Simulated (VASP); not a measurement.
Set up this calculation in VASP 6.6.1, as the native input.

* Task: relaxation of cell and atoms
* Functional: PBE
* Potentials or basis: VASP PAW PBE potentials, release 64 (Si, Sn_d, O)
* Cutoff: 600 eV
* k mesh: 6 × 6 × 8
* Occupations: fermi-dirac, width 0.02 eV
* Spin: no spin polarisation
* Dipole correction: no
* Further INCAR settings: ALGO = Normal; EDIFF = 1e-06; IBRION = 2; EDIFFG = -0.005; NSW = 80; ISIF = 3

The structure of SiSnO4 lies in POSCAR:

```
SiSnO4
1.0
    3.2405916300     -3.2405916300      0.0000000000
    3.2405916300      3.2405916300      0.0000000000
    0.0000000000      0.0000000000      3.0850316000
Si Sn O
1 1 4
Direct
    0.5000000000      0.5000000000      0.5000000000
    0.0000000000      0.0000000000      0.0000000000
    0.1940277000      0.1940277000      0.5000000000
    0.8059723000      0.8059723000      0.5000000000
    0.6940277000      0.3059723000      0.0000000000
    0.3059723000      0.6940277000      0.0000000000
```

One way to write it, as run:

INCAR

```
PREC = Accurate
ENCUT = 600
EDIFF = 1E-6
ISMEAR = -1
SIGMA = 0.02
LREAL = False
LASPH = True
NELM = 100
ALGO = Normal
ISIF = 3
LWAVE = False
LCHARG = False
GGA = PE
IBRION = 2
NSW = 80
EDIFFG = -0.005
```

KPOINTS

```
Automatic mesh
0
Gamma
  6 6 8
```

Potentials or basis: VASP PAW PBE potentials, release 64 (Si, Sn_d, O).

Launch:

```console
$ cat potpaw_PBE.64/Si/POTCAR potpaw_PBE.64/Sn_d/POTCAR potpaw_PBE.64/O/POTCAR > POTCAR
$ mpirun -np 1 vasp_std > vasp.out
```

It gave:

| Item | Value |
| --- | --- |
| Relaxed volume | 10.20 Å³/atom |
| Relaxed cell | a = 4.535 Å, b = 4.535 Å, c = 2.978 Å, α = 90.00°, β = 90.00°, γ = 91.59° |
| Space group after relaxing (to 0.05 Å) | Cmmm (No. 65) |
| Energy gained by relaxing | 237.1 meV/atom |
| Ionic steps | 11 |
| Pressure after relaxing | 0.0 GPa |
| Band gap on the k mesh | 1.81 eV, direct |

Caveat: spin-orbit coupling is left out, which moves the levels of the heavy elements.

It took 15 min on 1 thread of Oxide Virtual Turin-like Processor, on a shared host, peak memory 0.26 GiB.
